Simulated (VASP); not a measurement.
# Zr3Ag (P4/mmm) in VASP: further runs, part 2 of 2

VASP 6.6.1. Earlier steps stand in the parts before.

### 3 Electric field gradients, LDA (equal xx and yy strain of -1 %)

Input file INCAR:

```
SYSTEM = Zr3Ag
PREC = Accurate
ENCUT = 520
EDIFF = 1E-8
ISMEAR = -1
SIGMA = 0.05
LREAL = .False.
LASPH = .True.
NELM = 80
ALGO = Normal
ISIF = 2
LWAVE = .False.
LCHARG = .False.
GGA = CA
LEFG = .True.
NBANDS = 32
```

Input file KPOINTS:

```
regular mesh
0
Gamma
  7 7 8
  0 0 0
```

Input file POSCAR:

```
Zr3Ag
1.0
    4.5203400000      0.0000000000      0.0000000000
    0.0000000000      4.5203400000      0.0000000000
    0.0000000000      0.0000000000      3.9860000000
Zr Ag
3 1
Direct
    0.5000000000      0.5000000000      0.0000000000
    0.0000000000      0.5000000000      0.5000000000
    0.5000000000      0.0000000000      0.5000000000
    0.0000000000      0.0000000000      0.0000000000
```

Potentials or basis: VASP PAW LDA potentials, release 64 (Zr_sv, Ag).

Run with:

```console
> cat potpaw_LDA.64/Zr_sv/POTCAR potpaw_LDA.64/Ag/POTCAR > POTCAR
> mpirun -np 1 vasp_std > vasp.out
```

OUTCAR:

```text
SYSTEM = Zr3Ag
   PREC = Accurate
   ENCUT = 520
   EDIFF = 1E-8
   ISMEAR = -1
   LREAL = .False.
   LASPH = .True.
   NELM = 80
   ISIF = 2
   GGA = CA

 ion  position               nearest neighbor table
   1  0.500  0.500  0.000-   2 3.01   3 3.01   2 3.01   3 3.01   3 3.01   3 3.01   2 3.01   2 3.01
                             4 3.20   4 3.20   4 3.20   4 3.20
   2  0.000  0.500  0.500-   1 3.01   4 3.01   1 3.01   4 3.01   4 3.01   4 3.01   1 3.01   1 3.01
                             3 3.20   3 3.20   3 3.20   3 3.20
   3  0.500  0.000  0.500-   1 3.01   4 3.01   1 3.01   4 3.01   1 3.01   1 3.01   4 3.01   4 3.01
                             2 3.20   2 3.20   2 3.20   2 3.20
   4  0.000  0.000  0.000-   2 3.01   3 3.01   2 3.01   3 3.01   2 3.01   2 3.01   3 3.01   3 3.01
                             1 3.20   1 3.20   1 3.20   1 3.20

  LATTYP: Found a simple tetragonal cell.
 ALAT       =     4.5203400000
 C/A-ratio  =     0.8817920776

  Lattice vectors:

 A1 = (   4.5203400000,   0.0000000000,   0.0000000000)
 A2 = (   0.0000000000,   4.5203400000,   0.0000000000)
 A3 = (   0.0000000000,   0.0000000000,   3.9860000000)

[... 1049 lines left out ...]
      0.00000      2.26017      1.99300         0.000000      0.000000      0.000000
      2.26017      0.00000      1.99300         0.000000      0.000000      0.000000
      0.00000      0.00000      0.00000         0.000000      0.000000      0.000000
 -----------------------------------------------------------------------------------
    total drift:                                0.000000      0.000000      0.000000

  FREE ENERGIE OF THE ION-ELECTRON SYSTEM (eV)
  ---------------------------------------------------
  free  energy   TOTEN  =       -31.6937698966 eV

  energy  without entropy=      -31.6510497587  energy(sigma->0) =      -31.67240983

 Electric field gradients (V/A^2)
---------------------------------------------------------------------
 ion       V_xx      V_yy      V_zz      V_xy      V_xz      V_yz
---------------------------------------------------------------------
   1       2.533     2.533    -5.066    -0.000    -0.000     0.000
   2      45.433   -20.570   -24.863     0.000    -0.000    -0.000
   3     -20.570    45.433   -24.863     0.000    -0.000    -0.000
   4      -1.761    -1.761     3.523     0.000     0.000    -0.000
---------------------------------------------------------------------

 Electric field gradients after diagonalization (V/A^2)
 (convention: |V_zz| > |V_xx| > |V_yy|)
----------------------------------------------------------------------
 ion       V_xx      V_yy      V_zz     asymmetry (V_yy - V_xx)/ V_zz
----------------------------------------------------------------------
   1       2.533     2.533    -5.066       0.000
   2     -24.863   -20.570    45.433       0.094
   3     -24.863   -20.570    45.433       0.094
   4      -1.761    -1.761     3.523       0.000
----------------------------------------------------------------------

           NMR quadrupolar parameters

 Cq : quadrupolar parameter    Cq=e*Q*V_zz/h
 eta: asymmetry parameters     (V_yy - V_xx)/ V_zz
 Q  : nuclear electric quadrupole moment in mb (millibarn)
----------------------------------------------------------------------
 ion       Cq(MHz)       eta       Q (mb)
----------------------------------------------------------------------
   1      -0.012       0.000       1.000
   2       0.110       0.094       1.000
   3       0.110       0.094       1.000
   4       0.009       0.000       1.000
----------------------------------------------------------------------
```

OSZICAR:

```text
N       E                     dE             d eps       ncg     rms          rms(c)
DAV:   1     0.448549251544E+03    0.44855E+03   -0.24203E+04  3208   0.145E+03
DAV:   2    -0.825131975264E+00   -0.44937E+03   -0.43384E+03  3608   0.426E+02
DAV:   3    -0.321917332933E+02   -0.31367E+02   -0.30404E+02  5616   0.853E+01
DAV:   4    -0.337013806135E+02   -0.15096E+01   -0.15056E+01  4088   0.186E+01
DAV:   5    -0.337570135138E+02   -0.55633E-01   -0.55618E-01  4744   0.311E+00    0.215E+01
DAV:   6    -0.321809778403E+02    0.15760E+01   -0.90611E+00  3712   0.219E+01    0.105E+01
DAV:   7    -0.317515355492E+02    0.42944E+00   -0.21764E+00  4096   0.982E+00    0.411E+00
DAV:   8    -0.316988734172E+02    0.52662E-01   -0.32257E-01  4112   0.372E+00    0.992E-01
DAV:   9    -0.316937157275E+02    0.51577E-02   -0.29968E-02  4184   0.145E+00    0.683E-01
DAV:  10    -0.316943991640E+02   -0.68344E-03   -0.13316E-02  3832   0.894E-01    0.202E-01
DAV:  11    -0.316937560836E+02    0.64308E-03   -0.35160E-03  3896   0.403E-01    0.460E-02
DAV:  12    -0.316937697555E+02   -0.13672E-04   -0.17854E-04  4520   0.798E-02    0.167E-02
DAV:  13    -0.316937702363E+02   -0.48079E-06   -0.14253E-05  4152   0.264E-02    0.610E-03
DAV:  14    -0.316937699549E+02    0.28136E-06   -0.76718E-07  4504   0.683E-03    0.216E-03
DAV:  15    -0.316937698993E+02    0.55609E-07   -0.21292E-07  4312   0.313E-03    0.666E-04
DAV:  16    -0.316937698966E+02    0.26630E-08   -0.15327E-08  2912   0.925E-04
   1 F= -.31693770E+02 E0= -.31672410E+02  d E =-.427201E-01
```

It took 84 s on 1 thread of AMD EPYC 9R14 (Zen 4), shared host; peak memory 0.21 GiB.

Results:

```
Free energy : -31.6938 eV
Pressure    : -2.8 GPa
```

Levels at points of the mesh, in eV from the Fermi level:
```tsv
k point	band 22	band 23	band 24	band 25	band 26	band 27
(0.00, 0.00, 0.00)	-0.92	-0.81	-0.18	2.29	2.29	3.33
(0.00, 0.00, 0.50)	-0.91	-0.90	0.90	0.95	0.95	2.31
```

Electric field gradients, principal values (V/Å²):
```tsv
atom	least	middle	greatest (by size)
1 Zr	2.533	2.533	-5.066
2 Zr	-20.570	-24.863	45.433
3 Zr	-20.570	-24.863	45.433
4 Ag	-1.761	-1.761	3.523
```

Caveat: the cell differs from its parent crystal (equal xx and yy strain of -1 %); without QUAD_EFG the Cq values of the log hold for a quadrupole moment of 1 mb, not for the nuclei.

### 4 Electric field gradients, LDA (equal xx and yy strain of +1 %)

Input file INCAR:

```
PREC     = Accurate       # precision mode
ENCUT    = 520            # plane-wave cutoff, eV
EDIFF    = 1E-8           # SCF threshold, eV
ISMEAR   = -1             # smearing method
SIGMA    = 0.05           # smearing width, eV
LREAL    = F              # projectors in reciprocal space
LASPH    = T              # aspherical terms in the spheres
NELM     = 100            # most SCF steps
ALGO     = Normal         # electronic algorithm
ISIF     = 2              # what is computed and relaxed
LWAVE    = F              # write WAVECAR
LCHARG   = F              # write CHGCAR
LEFG     = T            
NBANDS   = 32             # bands
```

Input file KPOINTS:

```
regular mesh
0
Gamma
  7 7 8
```

POSCAR: that of step 3 with these lines changed.

```diff
@@ -2,4 +2,4 @@
 1.0
-    4.5203400000      0.0000000000      0.0000000000
-    0.0000000000      4.5203400000      0.0000000000
+    4.6116600000      0.0000000000      0.0000000000
+    0.0000000000      4.6116600000      0.0000000000
     0.0000000000      0.0000000000      3.9860000000
```

Potentials or basis: VASP PAW LDA potentials, release 64 (Zr_sv, Ag).

Run with:

```console
> cat potpaw_LDA.64/Zr_sv/POTCAR potpaw_LDA.64/Ag/POTCAR > POTCAR
> mpirun -np 1 vasp_std > vasp.out
```

OUTCAR:

```text
PREC = Accurate
   ENCUT = 520
   EDIFF = 1E-8
   ISMEAR = -1
   LREAL = F
   LASPH = T
   NELM = 100
   ISIF = 2

 ion  position               nearest neighbor table
   1  0.500  0.500  0.000-   2 3.05   3 3.05   2 3.05   3 3.05   3 3.05   3 3.05   2 3.05   2 3.05
                             4 3.26   4 3.26   4 3.26   4 3.26
   2  0.000  0.500  0.500-   1 3.05   4 3.05   1 3.05   4 3.05   4 3.05   4 3.05   1 3.05   1 3.05
                             3 3.26   3 3.26   3 3.26   3 3.26
   3  0.500  0.000  0.500-   1 3.05   4 3.05   1 3.05   4 3.05   1 3.05   1 3.05   4 3.05   4 3.05
                             2 3.26   2 3.26   2 3.26   2 3.26
   4  0.000  0.000  0.000-   2 3.05   3 3.05   2 3.05   3 3.05   2 3.05   2 3.05   3 3.05   3 3.05
                             1 3.26   1 3.26   1 3.26   1 3.26

  LATTYP: Found a simple tetragonal cell.
 ALAT       =     4.6116600000
[... 1074 lines left out ...]
   2      32.772   -12.974   -19.798    -0.000     0.000    -0.000
   3     -12.974    32.772   -19.798    -0.000     0.000    -0.000
   4      -6.283    -6.283    12.566    -0.000     0.000    -0.000
---------------------------------------------------------------------

 Electric field gradients after diagonalization (V/A^2)
 (convention: |V_zz| > |V_xx| > |V_yy|)
----------------------------------------------------------------------
 ion       V_xx      V_yy      V_zz     asymmetry (V_yy - V_xx)/ V_zz
----------------------------------------------------------------------
   1       9.734     9.734   -19.469       0.000
   2     -19.798   -12.974    32.772       0.208
   3     -19.798   -12.974    32.772       0.208
   4      -6.283    -6.283    12.566       0.000
----------------------------------------------------------------------

           NMR quadrupolar parameters

 Cq : quadrupolar parameter    Cq=e*Q*V_zz/h
 eta: asymmetry parameters     (V_yy - V_xx)/ V_zz
 Q  : nuclear electric quadrupole moment in mb (millibarn)
----------------------------------------------------------------------
 ion       Cq(MHz)       eta       Q (mb)
----------------------------------------------------------------------
   1      -0.047       0.000       1.000
   2       0.079       0.208       1.000
   3       0.079       0.208       1.000
   4       0.030       0.000       1.000
----------------------------------------------------------------------
```

stdout:

```text
POSCAR found type information on POSCAR ZrAg
 POSCAR found :  2 types and       4 ions
 scaLAPACK will be used
 LDA part: xc-table for (Slater(with rela. corr.)+CA(PZ))
 , standard interpolation
 POSCAR, INCAR and KPOINTS ok, starting setup
 FFT: planning ... GRIDC
 FFT: planning ... GRID_SOFT
 FFT: planning ... GRID
 WAVECAR not read
 entering main loop
ion   1

ion   2

ion   3

ion   4
```

It took 86 s on 1 thread of AMD EPYC 9R14 (Zen 4), shared host; peak memory 0.21 GiB.

Results:

```
Free energy : -31.5786 eV
Pressure    : -6.6 GPa
```

Electric field gradients, principal values (V/Å²):
```tsv
atom	least	middle	greatest (by size)
1 Zr	9.734	9.734	-19.469
2 Zr	-12.974	-19.798	32.772
3 Zr	-12.974	-19.798	32.772
4 Ag	-6.283	-6.283	12.566
```

Caveat: the cell differs from its parent crystal (equal xx and yy strain of +1 %); without QUAD_EFG the Cq values of the log hold for a quadrupole moment of 1 mb, not for the nuclei.
